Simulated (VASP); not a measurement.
Wanted: the native input for a VASP 6.6.1 run.

```yaml
Task: single point
Functional: PBEsol
Potentials_or_basis: VASP PAW PBE potentials, release 64 (Li_sv, H)
Cutoff: 520 eV
k_mesh: 3 × 3 × 3
Occupations: gaussian, width 0.15 eV
Spin: no spin polarisation
Dipole_correction: no
Further_INCAR_settings: LREAL = Auto; ALGO = Normal; EDIFF = 1e-06; NBANDS = 38
```

The structure of Li16H (a cell with a defect) lies in POSCAR:

```
Li16H
1.0
    6.9800000000      0.0000000000      0.0000000000
    0.0000000000      6.9800000000      0.0000000000
    0.0000000000      0.0000000000      6.9800000000
Li H
16 1
Direct
    0.0014101719      0.0003339542     -0.0217236390
    0.4854935530      0.0002405444      0.0117297994
   -0.0048111748      0.5002229226     -0.0061544413
    0.0005606017      0.0003318052      0.5218979943
    0.2383793696      0.2563485673      0.2497265043
    0.5107083095      0.5001306590      0.0082409742
    0.4850210602      0.0002477077      0.4874411175
    0.7559998567      0.2438909742      0.2495597421
   -0.0047906877      0.5002276504      0.5055027221
    0.2384391117      0.7439196275      0.2497355301
    0.2658393983      0.2629835244      0.7494915473
    0.5108779370      0.5001398281      0.4912618911
    0.7560012894      0.7564247851      0.2495648997
    0.7485803725      0.2307613181      0.7493633238
    0.2656133238      0.7374053009      0.7494984241
    0.7481755014      0.7691487106      0.7493644699
    0.8724342407     -0.0007783668      0.7516095989
```

One way to write it, as run:

INCAR

```
ALGO = Normal
EDIFF = 1E-6
ENCUT = 520
GGA = PS
ISIF = 2
ISMEAR = 0
LASPH = True
LCHARG = True
LELF = True
LREAL = Auto
LVHAR = True
LWAVE = False
NBANDS = 38
NELM = 100
PREC = Accurate
SIGMA = 0.15
```

KPOINTS

```
k-points
0
Gamma
  3 3 3
```

Potentials or basis: VASP PAW PBE potentials, release 64 (Li_sv, H).

Launch:

```bash
$ cat potpaw_PBE.64/Li_sv/POTCAR potpaw_PBE.64/H/POTCAR > POTCAR
$ mpirun -np 1 vasp_std > vasp.out
```

Results of the run:

| Item | Value |
| --- | --- |
| Largest force | 0.033 eV/Å |
| Band gap on the k mesh | zero (an odd number of electrons rules out a gap without spin polarisation) |

Caveat: the PAW data sets were made with another functional, which shifts forces and pressure a little.

It took 3.8 min on 1 thread of Intel(R) Xeon(R) Platinum 8488C (Sapphire Rapids), on a shared host, peak memory 0.41 GiB.
